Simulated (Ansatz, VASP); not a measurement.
**HfVS3: VASP beside Ansatz**

```
Hf V S
1.0
     4.53035    0.00000    0.00000
     0.00000    4.53035    0.00000
     0.00000    0.00000    4.53035
Hf V S
1 1 3
Direct
  0.00000 0.00000 0.00000
  0.50000 0.50000 0.50000
  0.00000 0.50000 0.50000
  0.50000 0.00000 0.50000
  0.50000 0.50000 0.00000
```

Alike in both runs: functional PBE; k mesh 8 × 8 × 8; occupations gaussian, width 0.1 eV; collinear spin.

Ansatz relaxed the structure, and its values are those at the end. VASP's run is a single point on that final structure, the one shown.

|  | VASP | Ansatz |
| --- | --- | --- |
| version | VASP 6.6.1 | Ansatz 0.2.0 |
| potentials or method | VASP PAW PBE potentials, release 64 (Hf_pv, V_sv, S), cutoff 520 eV | scalar-relativistic, plane waves, PAW |
| valence electrons in the cell | 41 | 57 |

|  | VASP | Ansatz | Ansatz less VASP |
| --- | --- | --- | --- |
| gap on the k mesh at the Fermi level (eV) | none | none | - |
| pressure (GPa) | -0.3 | 0.0 | +0.22 |
| net moment per atom (μB) | 0.41 | 0.41 | -0.001 |
| size of the moment on the site where the two differ most (μB) | 1.27 | 1.11 | -0.158 |

Site moments also hang on the region over which each program counts them. A gap of «none» marks a metal or a gap that the smearing closes. The functional is the same, so the differences come from potentials, cutoffs and numerics. VASP's potentials hold 41 valence electrons a cell and Ansatz's 57, so a difference there can come from the potentials and not from the codes.

Spin-orbit coupling is off throughout.
